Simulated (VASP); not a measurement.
# Mg (Pm-3m) in VASP: a series of runs

The runs below take Mg through single point, with PBEsol.

Everything below comes from runs of VASP 6.6.1. Logs are shortened: lines on timing, memory, paths and dates and some standing lists are left out, and cuts for length are marked.

## 1. The cell of the first run

Symmetry: Pm-3m, No. 221, cubic system. The conventional cell has a = 2.947 Å, b = 2.947 Å, c = 2.947 Å, α = 90.00°, β = 90.00°, γ = 90.00°. Mg (site symmetry m-3m) has 6 Mg at 2.95 Å within 3.9 Å.

## 2. Single point, PBEsol (volume scaled by 0.95)

File INCAR:

```
SYSTEM = Mg
  PREC = Accurate
  ENCUT = 520
  EDIFF = 1E-6
  ISMEAR = -1
  SIGMA = 0.1
  LREAL = .False.
  LASPH = .True.
  NELM = 60
  ALGO = Normal
  ISIF = 2
  LWAVE = .False.
  LCHARG = .True.
  GGA = PS
  LELF = .True.
  LVHAR = .True.
  NBANDS = 7
```

File KPOINTS:

```
Automatic mesh
0
Gamma
  13 13 13
  0 0 0
```

File POSCAR:

```
Mg
1.0
    2.9473513136      0.0000000000      0.0000000000
    0.0000000000      2.9473513136      0.0000000000
    0.0000000000      0.0000000000      2.9473513136
Mg
1
Direct
    0.0000000000      0.0000000000      0.0000000000
```

Potentials or basis: VASP PAW PBE potentials, release 64 (Mg).

Launch:

```
cat potpaw_PBE.64/Mg/POTCAR > POTCAR
mpirun -np 1 vasp_std > vasp.out
```

OUTCAR:

```text
SYSTEM = Mg
   PREC = Accurate
   ENCUT = 520
   EDIFF = 1E-6
   ISMEAR = -1
   LREAL = .False.
   LASPH = .True.
   NELM = 60
   ISIF = 2
   GGA = PS

 ion  position               nearest neighbor table
   1  0.000  0.000  0.000-

  LATTYP: Found a simple cubic cell.
 ALAT       =     2.9473513136

  Lattice vectors:

 A1 = (   2.9473513136,   0.0000000000,   0.0000000000)
 A2 = (   0.0000000000,   2.9473513136,   0.0000000000)
 A3 = (   0.0000000000,   0.0000000000,   2.9473513136)

Analysis of symmetry for initial positions (statically):
=====================================================================
 Subroutine PRICEL returns:
 Original cell was already a primitive cell.

 Routine SETGRP: Setting up the symmetry group for a
 simple cubic supercell.

 Subroutine GETGRP returns: Found 48 space group operations
 (whereof 48 operations were pure point group operations)
 out of a pool of 48 trial point group operations.

The static configuration has the point symmetry O_h .

Analysis of symmetry for dynamics (positions and initial velocities):
=====================================================================
 Subroutine PRICEL returns:
 Original cell was already a primitive cell.

 Routine SETGRP: Setting up the symmetry group for a
 simple cubic supercell.

 Subroutine GETGRP returns: Found 48 space group operations
 (whereof 48 operations were pure point group operations)
 out of a pool of 48 trial point group operations.

The dynamic configuration has the point symmetry O_h .

 Subroutine INISYM returns: Found 48 space group operations
 (whereof 48 operations are pure point group operations),
 and found     1 'primitive' translations

----------------------------------------------------------------------------------------

                                     Primitive cell

  volume of cell :      25.6033

  direct lattice vectors                    reciprocal lattice vectors
     2.947351314  0.000000000  0.000000000     0.339287684  0.000000000  0.000000000
     0.000000000  2.947351314  0.000000000     0.000000000  0.339287684  0.000000000
     0.000000000  0.000000000  2.947351314     0.000000000  0.000000000  0.339287684

  length of vectors
     2.947351314  2.947351314  2.947351314     0.339287684  0.339287684  0.339287684

  position of ions in fractional coordinates (direct lattice)
     0.000000000  0.000000000  0.000000000

  ion indices of the primitive-cell ions
[... 69 lines left out ...]
   LNONCOLLINEAR =      F non collinear calculations
   LSORBIT =      F    spin-orbit coupling
   LASPH  =      T    aspherical Exc in radial PAW
   ENCUT  =  520.0 eV  38.22 Ry    6.18 a.u.   5.48  5.48  5.48*2*pi/ulx,y,z
   NELM   =     60;   NELMIN=  2; NELMDL= -5     # of ELM steps
   EDIFF  = 0.1E-05   stopping-criterion for ELM
   LREAL  =      F    real-space projection
   EDIFFG = 0.1E-04   stopping-criterion for IOM
   NSW    =      0    number of steps for IOM
   IBRION =     -1    ionic relax: 0-MD 1-quasi-New 2-CG
   NFREE  =      0    steps in history (QN), initial steepest desc. (CG)
   ISIF   =      2    stress and relaxation
   ISYM   =      2    0-nonsym 1-usesym 2-fastsym
   POTIM  = 0.5000    time-step for ionic-motion
   TEBEG  =    0.0;   TEEND  =   0.0 temperature during run
   PSTRESS=    0.0 pullay stress
   NELECT =       2.0000    total number of electrons
   NUPDOWN=      -1.0000    fix difference up-down
   EMIN   =  10.00;   EMAX   =-10.00  energy-range for DOS
   EFERMI =   0.00;   METHOD = LEGACY
   ISMEAR =    -1;   SIGMA  =   0.10  broadening in eV -4-tet -1-fermi 0-gaus
   EFERMI_NEDOS =   21; number of points for ismear=-14 and -15
   IALGO  =     38    algorithm
   IMIX   =      4    mixing-type and parameters
     AMIX     =   0.40;   BMIX     =  1.00
     AMIX_MAG =   1.60;   BMIX_MAG =  1.00
  volume/ion in A,a.u.               =      25.60       172.78
  Fermi-wavevector in a.u.,A,eV,Ry     =   0.699820  1.322468  6.663424  0.489748
  Thomas-Fermi vector in A             =   1.783804
   LORBIT       =      0    0 simple, 1 ext, 2 COOP (PROOUT), +10 PAW based schemes
   GGA     = PS    functional components
   LHFCALC =     F    Hartree Fock is set to
   AEXX    =    0.0000 exact exchange contribution
   IVDW    =     0    specifies the selected vdW correction
   LEPSILON=     F    determine dielectric tensor
   LRPA    =     F    only Hartree local field effects (RPA)
 non-spin polarized calculation
  energy-cutoff  :      520.00
  volume of cell :       25.60
 maximum number of plane-waves:       739
 NGX is ok and might be reduce to    24
   NGX = 11   NGY = 11   NGZ = 11

 number of electron       2.0000000 magnetization

 Free energy of the ion-electron system (eV)
  ---------------------------------------------------
  ext. energy  EPLUGINS =         0.00000000
  ---------------------------------------------------
  free energy    TOTEN  =        -1.32658512 eV

  energy without entropy =       -1.30909963  energy(sigma->0) =       -1.31784237

 E-fermi :   2.0037     XC(G=0):  -8.1744

 val. band max:        1.9881316041   @ k =   0.3846   0.0769   0.0000
 cond. band min:       2.0758152852   @ k =   0.4615   0.3077   0.0769
 fundamental gap:      0.0876836810
 Fermi energy:         2.0037357473

 k-point     1 :       0.0000    0.0000    0.0000
  band No.  band energies     occupation
      1      -4.4652      2.00000
      2      10.3530      0.00000
      3      10.3530      0.00000
      4      11.9813      0.00000
      5      11.9813      0.00000
      6      11.9813      0.00000
      7      16.6988      0.00000
[... 221 lines left out ...]
 k-point    24 :       0.3846    0.3077    0.0000
  band No.  band energies     occupation
      1      -0.3474      2.00000
      2       3.3570      0.00000
      3       6.0757      0.00000
      4       9.6067      0.00000
      5      15.4177      0.00000
      6      16.9097      0.00000
      7      18.4767      0.00000

 [... further k-points ...]
[... 5 lines left out ...]
  --------------------------------------------------------------------------------------
  -------------------------------------------------------------------------------------
  Total        0.2161444      0.2161444      0.2161444      0.0000000      0.0000000     -0.0000000
  in kB       13.5256740     13.5256740     13.5256740      0.0000000      0.0000000     -0.0000000
  external PRESSURE =      13.5256740 kB  Pullay stress =       0.0000000 kB

 VOLUME and BASIS-vectors are now :
 -----------------------------------------------------------------------------
  energy-cutoff  :      520.00
  volume of cell :       25.60
      direct lattice vectors                 reciprocal lattice vectors
     2.947351314  0.000000000  0.000000000     0.339287684  0.000000000  0.000000000
     0.000000000  2.947351314  0.000000000     0.000000000  0.339287684  0.000000000
     0.000000000  0.000000000  2.947351314     0.000000000  0.000000000  0.339287684

 POSITION                                       TOTAL-FORCE (eV/Angst)
 -----------------------------------------------------------------------------------
      0.00000      0.00000      0.00000         0.000000      0.000000      0.000000
 -----------------------------------------------------------------------------------
    total drift:                                0.000000     -0.000000      0.000000

  FREE ENERGIE OF THE ION-ELECTRON SYSTEM (eV)
  ---------------------------------------------------
  free  energy   TOTEN  =        -1.3265851161 eV

  energy  without entropy=       -1.3090996256  energy(sigma->0) =       -1.31784237
```

OSZICAR:

```text
N       E                     dE             d eps       ncg     rms          rms(c)
DAV:   1    -0.711322994549E+00   -0.71132E+00   -0.78017E+02  1267   0.194E+02
DAV:   2    -0.133857932239E+01   -0.62726E+00   -0.61114E+00  1547   0.108E+01
DAV:   3    -0.134102684090E+01   -0.24475E-02   -0.24448E-02  1505   0.777E-01
DAV:   4    -0.134103187538E+01   -0.50345E-05   -0.50343E-05  1729   0.259E-02
DAV:   5    -0.134103187776E+01   -0.23849E-08   -0.24274E-08  1582   0.442E-04    0.558E-01
DAV:   6    -0.133293373396E+01    0.80981E-02   -0.14276E-03  1568   0.124E-01    0.354E-01
DAV:   7    -0.132657787102E+01    0.63559E-02   -0.54035E-03  1624   0.233E-01    0.201E-02
DAV:   8    -0.132658526319E+01   -0.73922E-05   -0.43374E-05  1435   0.387E-02    0.533E-03
DAV:   9    -0.132658511607E+01    0.14711E-06   -0.82012E-07  1687   0.295E-03
   1 F= -.13265851E+01 E0= -.13178424E+01  d E =-.174855E-01
```

Run time: 5.1 s. Hardware: 1 thread of Intel Xeon Platinum 8488C (Sapphire Rapids), shared host; peak memory 0.14 GiB.

Results:

```yaml
Free_energy: -1.3266 eV
Pressure: 1.4 GPa
Band_gap_on_the_k_mesh: zero (band 1 reaches 5.83 eV, above the bottom of band 2 at 0.45 eV)
```

Levels at points of the mesh, in eV from the Fermi level:
| k point | band 1 | band 2 | band 3 | band 4 | band 5 |
| --- | --- | --- | --- | --- | --- |
| (0.00, 0.00, 0.00) | -6.47 | 8.35 | 8.35 | 9.98 | 9.98 |

Caveat: the cell differs from its parent crystal (volume scaled by 0.95); the PAW data sets were made with another functional, which shifts forces and pressure a little.

## 3. Single point, PBEsol

This run uses another cell than the first one, of 26.95 Å³/atom, 1.053 times its volume.

File INCAR:

```
SYSTEM = Mg
PREC     = Accurate       ! precision mode
ENCUT    = 520            ! plane-wave cutoff, eV
EDIFF    = 1E-6           ! SCF threshold, eV
ISMEAR   = -1             ! smearing method
SIGMA    = 0.1            ! smearing width, eV
LREAL    = .FALSE.        ! projectors in reciprocal space
LASPH    = .TRUE.         ! aspherical terms in the spheres
NELM     = 60             ! most SCF steps
ALGO     = Normal         ! electronic algorithm
ISIF     = 2              ! what is computed and relaxed
LWAVE    = .FALSE.        ! write WAVECAR
LCHARG   = .FALSE.        ! write CHGCAR
GGA      = PS             ! functional
NBANDS   = 7              ! bands
```

File KPOINTS:

```
Automatic mesh
0
G
  13 13 13
  0 0 0
```

File POSCAR:

```
Mg
1.0
    2.9981777038      0.0000000000      0.0000000000
    0.0000000000      2.9981777038      0.0000000000
    0.0000000000      0.0000000000      2.9981777038
Mg
1
Direct
    0.0000000000      0.0000000000      0.0000000000
```

Potentials or basis: VASP PAW PBE potentials, release 64 (Mg).

Launch:

```
cat potpaw_PBE.64/Mg/POTCAR > POTCAR
mpirun -np 1 vasp_std > vasp.out
```

It took 5.1 s on 1 thread of Intel Xeon Platinum 8488C (Sapphire Rapids), shared host; peak memory 0.14 GiB.

It converged, with:

```
Free energy            : -1.3320 eV
Pressure               : 0.0 GPa
Band gap on the k mesh : zero (band 1 reaches 5.45 eV, above the bottom of band 2 at 0.27 eV)
```

Levels at points of the mesh, in eV from the Fermi level:
```tsv
k point	band 1	band 2	band 3	band 4
(0.00, 0.00, 0.00)	-6.26	8.18	8.18	9.62
```

Caveat: the PAW data sets were made with another functional, which shifts forces and pressure a little.
